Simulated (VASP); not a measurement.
**P: single point with PBE**

Crystal: P.

```
P
1.0
    -1.21098    1.21098    1.21098
     1.21098   -1.21098    1.21098
     1.21098    1.21098   -1.21098
P
1
Cartesian
  0.0000 0.0000 0.0000
```

This cell differs from its parent crystal: volume scaled by 0.5.

```yaml
Program: VASP 6.6.1
Task: single point
Functional: PBE
Potentials_or_basis: VASP PAW PBE potentials, release 64 (P)
Cutoff: 520 eV
k_mesh: 17 × 17 × 17
Occupations: fermi-dirac, width 0.1 eV
Spin: no spin polarisation
```

```json
{"Pressure": "276.7 GPa"}
```

Levels at points of the mesh, in eV from the Fermi level:
| k point | band 1 | band 2 | band 3 | band 4 | band 5 | band 6 | band 7 | band 8 |
| --- | --- | --- | --- | --- | --- | --- | --- | --- |
| (0.00, 0.00, 0.00) | -25.86 | 14.34 | 14.34 | 14.34 | 17.57 | 17.57 | 17.57 | 20.49 |

It took 5.2 s on 1 thread of AMD EPYC 7R13 Processor (Zen 3) (shared host), peak memory 0.08 GiB.
